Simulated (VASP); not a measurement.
# ZnSe (F-43m) in VASP: settings compared, part 2 of 3

VASP 6.6.1.

## 3. Single point, PBE

This run uses another cell than the first one, of 19.70 Å³/atom, 0.867 times its volume.

INCAR reads:

```
PREC = Accurate
ENCUT = 500
EDIFF = 1E-6
ISMEAR = 0
SIGMA = 0.1
LREAL = F
LASPH = T
NELM = 120
ALGO = Normal
ISIF = 2
LWAVE = F
LCHARG = F
GGA = PE
NBANDS = 16
ISYM = 0
GGA_COMPAT = F
```

KPOINTS reads:

```
Automatic mesh
0
Gamma
  2 2 2
  0.5 0.5 0.5
```

POSCAR reads:

```
ZnSe
1.0
    0.0000000000      2.7008521309      2.7008521309
    2.7008521309      0.0000000000      2.7008521309
    2.7008521309      2.7008521309      0.0000000000
Zn Se
1 1
Direct
    0.0000000000      0.0000000000      0.0000000000
    0.7500000000      0.7500000000      0.7500000000
```

Potentials or basis: VASP PAW PBE potentials, release 64 (Zn, Se).

Run with:

```bash
$ cat potpaw_PBE.64/Zn/POTCAR potpaw_PBE.64/Se/POTCAR > POTCAR
$ mpirun -np 1 vasp_std > vasp.out
```

OUTCAR:

```text
PREC = Accurate
   ENCUT = 500
   EDIFF = 1E-6
   ISMEAR = 0
   LREAL = F
   LASPH = T
   NELM = 120
   ISIF = 2
   GGA = PE
   ISYM = 0

 ion  position               nearest neighbor table
   1  0.000  0.000  0.000-   2 2.34   2 2.34   2 2.34   2 2.34
   2  0.750  0.750  0.750-   1 2.34   1 2.34   1 2.34   1 2.34

IMPORTANT INFORMATION: All symmetrisations will be switched off!
NOSYMM: (Re-)initialisation of all symmetry stuff for point group C_1.

----------------------------------------------------------------------------------------

                                     Primitive cell

  volume of cell :      39.4033

  direct lattice vectors                    reciprocal lattice vectors
     0.000000000  2.700852131  2.700852131    -0.185126758  0.185126758  0.185126758
     2.700852131  0.000000000  2.700852131     0.185126758 -0.185126758  0.185126758
     2.700852131  2.700852131  0.000000000     0.185126758  0.185126758 -0.185126758

  length of vectors
     3.819581713  3.819581713  3.819581713     0.320648951  0.320648951  0.320648951

  position of ions in fractional coordinates (direct lattice)
     0.000000000  0.000000000  0.000000000
     0.750000000  0.750000000  0.750000000

  ion indices of the primitive-cell ions
   primitive index   ion index
                 1           1
                 2           2

----------------------------------------------------------------------------------------

 KPOINTS: Automatic mesh

Automatic generation of k-mesh.
 Grid dimensions read from file:
 generate k-points for:    2    2    2

 Generating k-lattice:

  Cartesian coordinates                     Fractional coordinates (reciprocal lattice)
    -0.092563379  0.092563379  0.092563379     0.500000000  0.000000000  0.000000000
     0.092563379 -0.092563379  0.092563379     0.000000000  0.500000000  0.000000000
     0.092563379  0.092563379 -0.092563379     0.000000000  0.000000000  0.500000000

  Length of vectors
     0.160324476  0.160324476  0.160324476

  Shift w.r.t. Gamma in fractional coordinates (k-lattice)
     0.500000000  0.500000000  0.500000000

 Subroutine IBZKPT returns following result:
 ===========================================

 Found     16 irreducible k-points:

 Following reciprocal coordinates:
            Coordinates               Weight
  0.250000  0.250000  0.250000      2.000000
  0.250000  0.000000  0.000000      2.000000
  0.000000  0.000000 -0.250000      2.000000
  0.000000  0.250000  0.000000      2.000000
 -0.250000  0.250000  0.250000      2.000000
  0.250000 -0.250000  0.250000      2.000000
[... 8 lines left out ...]
  0.000000  0.250000  0.500000      2.000000
  0.500000  0.250000  0.000000      2.000000
   k-points           NKPTS =     16   k-points in BZ     NKDIM =     16   number of bands    NBANDS=     16
   number of dos      NEDOS =    301   number of ions     NIONS =      2
   total plane-waves  NPLWV =  21952
   dimension x,y,z NGX =    28 NGY =   28 NGZ =   28
   dimension x,y,z NGXF=    56 NGYF=   56 NGZF=   56
   ions per type =               1   1
   NGX,Y,Z   is equivalent  to a cutoff of  12.19, 12.19, 12.19 a.u.
   NGXF,Y,Z  is equivalent  to a cutoff of  24.37, 24.37, 24.37 a.u.
 SYSTEM =  unknown system
   PREC   = accura    normal or accurate (medium, high low for compatibility)
   ISTART =      0    job   : 0-new  1-cont  2-samecut
   ICHARG =      2    charge: 1-file 2-atom 10-const
   ISPIN  =      1    spin polarized calculation?
   LNONCOLLINEAR =      F non collinear calculations
   LSORBIT =      F    spin-orbit coupling
   LASPH  =      T    aspherical Exc in radial PAW
   ENCUT  =  500.0 eV  36.75 Ry    6.06 a.u.   6.96  6.96  6.96*2*pi/ulx,y,z
   NELM   =    120;   NELMIN=  2; NELMDL= -5     # of ELM steps
   EDIFF  = 0.1E-05   stopping-criterion for ELM
   LREAL  =      F    real-space projection
   EDIFFG = 0.1E-04   stopping-criterion for IOM
   NSW    =      0    number of steps for IOM
   IBRION =     -1    ionic relax: 0-MD 1-quasi-New 2-CG
   NFREE  =      0    steps in history (QN), initial steepest desc. (CG)
   ISIF   =      2    stress and relaxation
   ISYM   =      0    0-nonsym 1-usesym 2-fastsym
   POTIM  = 0.5000    time-step for ionic-motion
   TEBEG  =    0.0;   TEEND  =   0.0 temperature during run
   PSTRESS=    0.0 pullay stress
   NELECT =      18.0000    total number of electrons
   NUPDOWN=      -1.0000    fix difference up-down
   EMIN   =  10.00;   EMAX   =-10.00  energy-range for DOS
   EFERMI =   0.00;   METHOD = LEGACY
   ISMEAR =     0;   SIGMA  =   0.10  broadening in eV -4-tet -1-fermi 0-gaus
   EFERMI_NEDOS =   21; number of points for ismear=-14 and -15
   IALGO  =     38    algorithm
   IMIX   =      4    mixing-type and parameters
     AMIX     =   0.40;   BMIX     =  1.00
     AMIX_MAG =   1.60;   BMIX_MAG =  1.00
  volume/ion in A,a.u.               =      19.70       132.95
  Fermi-wavevector in a.u.,A,eV,Ry     =   1.260825  2.382614 21.628910  1.589680
  Thomas-Fermi vector in A             =   2.394315
   LORBIT       =      0    0 simple, 1 ext, 2 COOP (PROOUT), +10 PAW based schemes
   GGA     = PE    functional components
   LHFCALC =     F    Hartree Fock is set to
   AEXX    =    0.0000 exact exchange contribution
   IVDW    =     0    specifies the selected vdW correction
   LEPSILON=     F    determine dielectric tensor
   LRPA    =     F    only Hartree local field effects (RPA)
 non-spin polarized calculation
 Gauss-broadening in eV      SIGMA  =   0.10
  energy-cutoff  :      500.00
  volume of cell :       39.40
 maximum number of plane-waves:      1008
   NGX = 13   NGY = 13   NGZ = 13

 number of electron      18.0000001 magnetization

 Free energy of the ion-electron system (eV)
  ---------------------------------------------------
  ext. energy  EPLUGINS =         0.00000000
  ---------------------------------------------------
  free energy    TOTEN  =        -5.63241284 eV

  energy without entropy =       -5.63241284  energy(sigma->0) =       -5.63241284

 E-fermi :   2.8976     XC(G=0):  -9.9822

 val. band max:        2.3807232462   @ k =   0.0000   0.2500   0.0000
 cond. band min:       6.0896423382   @ k =   0.2500   0.2500   0.2500
 fundamental gap:      3.7089190920
 Fermi energy:         2.8975731805

 k-point     1 :       0.2500    0.2500    0.2500
  band No.  band energies     occupation
      1     -10.8246      2.00000
      2      -4.1842      2.00000
      3      -4.1453      2.00000
      4      -4.1453      2.00000
      5      -3.7036      2.00000
      6      -3.7036      2.00000
[... 8 lines left out ...]
     15      13.5759      0.00000
     16      13.9379      0.00000

 k-point     2 :       0.2500    0.0000    0.0000
  band No.  band energies     occupation
      1     -10.8246      2.00000
      2      -4.1842      2.00000
      3      -4.1454      2.00000
      4      -4.1454      2.00000
      5      -3.7036      2.00000
      6      -3.7036      2.00000
[... 8 lines left out ...]
     15      13.5759      0.00000
     16      13.9379      0.00000

 k-point     3 :       0.0000    0.0000   -0.2500
  band No.  band energies     occupation
      1     -10.8246      2.00000
      2      -4.1842      2.00000
      3      -4.1454      2.00000
      4      -4.1454      2.00000
      5      -3.7036      2.00000
      6      -3.7036      2.00000
[... 8 lines left out ...]
     15      13.5759      0.00000
     16      13.9379      0.00000
[... 210 lines left out ...]
 k-point    15 :       0.0000    0.2500    0.5000
  band No.  band energies     occupation
      1     -10.0679      2.00000
      2      -4.1538      2.00000
      3      -3.9825      2.00000
      4      -3.8778      2.00000
      5      -3.6641      2.00000
      6      -3.5360      2.00000
[... 8 lines left out ...]
     15      16.8418      0.00000
     16      17.8760      0.00000

 k-point    16 :       0.5000    0.2500    0.0000
  band No.  band energies     occupation
      1     -10.0679      2.00000
      2      -4.1538      2.00000
      3      -3.9825      2.00000
      4      -3.8778      2.00000
      5      -3.6641      2.00000
      6      -3.5360      2.00000
[... 8 lines left out ...]
     15      16.8418      0.00000
     16      17.8760      0.00000

------------------------ aborting loop because EDIFF is reached ----------------------------------------

  FORCE on cell =-STRESS in cart. coord.  units (eV):
  Direction    XX          YY          ZZ          XY          YZ          ZX
  --------------------------------------------------------------------------------------
  -------------------------------------------------------------------------------------
  Total        3.9556468      3.9556341      3.9556491      0.0000150      0.0000279      0.0000031
  in kB      160.8405960    160.8400779    160.8406891      0.0006115      0.0011338      0.0001246
  external PRESSURE =     160.8404543 kB  Pullay stress =       0.0000000 kB

 VOLUME and BASIS-vectors are now :
 -----------------------------------------------------------------------------
  energy-cutoff  :      500.00
  volume of cell :       39.40
      direct lattice vectors                 reciprocal lattice vectors
     0.000000000  2.700852131  2.700852131    -0.185126758  0.185126758  0.185126758
     2.700852131  0.000000000  2.700852131     0.185126758 -0.185126758  0.185126758
     2.700852131  2.700852131  0.000000000     0.185126758  0.185126758 -0.185126758

 POSITION                                       TOTAL-FORCE (eV/Angst)
 -----------------------------------------------------------------------------------
      0.00000      0.00000      0.00000        -0.000001      0.000007      0.000000
      4.05128      4.05128      4.05128         0.000001     -0.000007     -0.000000
 -----------------------------------------------------------------------------------
    total drift:                               -0.000010      0.000006      0.000000

  FREE ENERGIE OF THE ION-ELECTRON SYSTEM (eV)
  ---------------------------------------------------
  free  energy   TOTEN  =        -5.6324128427 eV

  energy  without entropy=       -5.6324128427  energy(sigma->0) =       -5.63241284
```

Run time: 7.2 s. Hardware: 1 thread of AMD EPYC 9R45 (Zen 5), shared host; peak memory 0.12 GiB.

Results:

| Item | Value |
| --- | --- |
| Free energy | -5.6324 eV |
| Pressure | 16.1 GPa |
| Band gap on the k mesh | 3.71 eV, direct |

Levels at points of the mesh, in eV from the valence-band top:
```
           k point  band 6  band 7  band 8  band 9  band 10  band 11  band 12  band 13
(0.25, 0.25, 0.25)   -6.08   -2.84    0.00    0.00     3.71     7.04     7.04     7.62
```

Caveat: the k points lie up to 1.01 Å⁻¹ apart. A k mesh can miss the band edges.

(Continued in part 3 of 3.)
